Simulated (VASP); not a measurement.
Input of a VASP 6.6.1 run:

The input INCAR:

```
PREC = Accurate ; ENCUT = 520
EDIFF = 1E-6 ; ISMEAR = -1
SIGMA = 0.08 ; LREAL = False
LASPH = True ; NELM = 60
ALGO = Normal ; ISIF = 2
LWAVE = False ; LCHARG = False
GGA = PS ; NBANDS = 12
```

File KPOINTS:

```
Automatic mesh
0
Gamma
  18 18 18
```

POSCAR

```
Au
1.0
    0.0000000000      1.8300355251      1.8300355251
    1.8300355251      0.0000000000      1.8300355251
    1.8300355251      1.8300355251      0.0000000000
Au
1
Direct
    0.0000000000      0.0000000000      0.0000000000
```

Potentials or basis: VASP PAW PBE potentials, release 64 (Au).

Launch:

```bash
$ cat potpaw_PBE.64/Au/POTCAR > POTCAR
$ mpirun -np 1 vasp_std > vasp.out
```

(1) Estimate the pressure.

Results:

(1) 144.1 GPa.

Caveat: the PAW data sets were made with another functional, which shifts forces and pressure a little.
